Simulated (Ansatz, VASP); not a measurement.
# BaZrO3 in VASP and in Ansatz

```
Ba Zr O
1.0
     4.18072    0.00000    0.00000
     0.00000    4.18072    0.00000
     0.00000    0.00000    4.18072
Ba Zr O
1 1 3
Direct
  0.00000 0.00000 0.00000
  0.50000 0.50000 0.50000
  0.50000 0.50000 0.00000
  0.00000 0.50000 0.50000
  0.50000 0.00000 0.50000
```

Alike in both runs: functional PBEsol; k mesh 6 × 6 × 6; occupations gaussian, width 0.02 eV; no spin polarisation.

Ansatz relaxed the structure, and its values are those at the end. VASP's run is a single point on that final structure, the one shown.

|  | VASP | Ansatz |
| --- | --- | --- |
| version | VASP 6.6.1 | Ansatz 0.2.0 |
| potentials or method | VASP PAW PBE potentials, release 64 (Ba_sv, Zr_sv, O), cutoff 600 eV | scalar-relativistic, plane waves, PAW |
| valence electrons in the cell | 40 | 40 |

VASP gave:

- gap on the k mesh at the Fermi level (eV): 3.12
- least direct gap on the mesh (eV): 3.34
- pressure (GPa): 1.0

Estimate Ansatz's values.

gap on the k mesh at the Fermi level (eV): 3.18; least direct gap on the mesh (eV): 3.36; pressure (GPa): 0.0.

VASP's potentials were made for PBE, not for PBEsol, and Ansatz warns of the same on its side. With one functional, cell and mesh, what is left measures potentials, basis and numerics.

Spin-orbit coupling is off throughout.
